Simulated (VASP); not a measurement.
Wanted: the native input for a VASP 6.6.1 run.

```
Task                   : relaxation of cell and atoms
Functional             : PBE
Potentials or basis    : VASP PAW PBE potentials, release 64 (Ga_d, H)
Cutoff                 : 600 eV
k mesh                 : 6 × 6 × 16
Occupations            : gaussian, width 0.1 eV
Spin                   : no spin polarisation
Dipole correction      : no
Further INCAR settings : ALGO = Fast; EDIFF = 1e-06; IBRION = 2; EDIFFG = -0.01; NSW = 100; ISIF = 3
```

The structure of GaH3 lies in POSCAR:

```
GaH3
1.0
    7.4365684493      0.0000000000      0.0000000000
   -3.7182842247      6.4402571941      0.0000000000
    0.0000000000      0.0000000000      2.4861814694
Ga H
2 6
Direct
    0.6666666667      0.3333333333      0.2500000000
    0.3333333333      0.6666666667      0.7500000000
    0.2292813430      0.4585626860      0.2500000000
    0.2292813430      0.7707186570      0.2500000000
    0.5414373140      0.7707186570      0.2500000000
    0.4585626860      0.2292813430      0.7500000000
    0.7707186570      0.2292813430      0.7500000000
    0.7707186570      0.5414373140      0.7500000000
```

The cell was generated, and may not be a known phase.

One way to write it, as run:

INCAR

```
SYSTEM = GaH3
PREC     = Accurate       ! precision mode
ENCUT    = 600            ! plane-wave cutoff, eV
EDIFF    = 1E-6           ! SCF threshold, eV
ISMEAR   = 0              ! smearing method
SIGMA    = 0.1            ! smearing width, eV
LREAL    = .False.        ! projectors in reciprocal space
LASPH    = .True.         ! aspherical terms in the spheres
NELM     = 100            ! most SCF steps
ALGO     = Fast           ! electronic algorithm
ISIF     = 3              ! what is computed and relaxed
LWAVE    = .False.        ! write WAVECAR
LCHARG   = .False.        ! write CHGCAR
GGA      = PE             ! functional
IBRION   = 2              ! ionic algorithm
NSW      = 100            ! ionic steps
EDIFFG   = -0.01          ! ionic threshold
```

KPOINTS

```
Automatic mesh
0
Gamma
  6 6 16
  0 0 0
```

Potentials or basis: VASP PAW PBE potentials, release 64 (Ga_d, H).

The run is started by

```sh
$ cat potpaw_PBE.64/Ga_d/POTCAR potpaw_PBE.64/H/POTCAR > POTCAR
$ mpirun -np 1 vasp_std > vasp.out
```

It gave:

```
Relaxed volume                        : 14.95 Å³/atom
Relaxed cell                          : a = 7.420 Å, b = 7.420 Å, c = 2.508 Å, α = 90.00°, β = 90.00°, γ = 120.00°
Space group after relaxing (to 0.1 Å) : P6_3/mmc (No. 194)
Energy gained by relaxing             : 0.7 meV/atom
Ionic steps                           : 4
Pressure after relaxing               : -0.1 GPa
Band gap on the k mesh                : zero (bands 16 and 17 overlap by 0.32 eV)
```

Wall time 12 min on 1 thread of Oxide Virtual Turin-like Processor, on a shared host, peak memory 0.35 GiB.
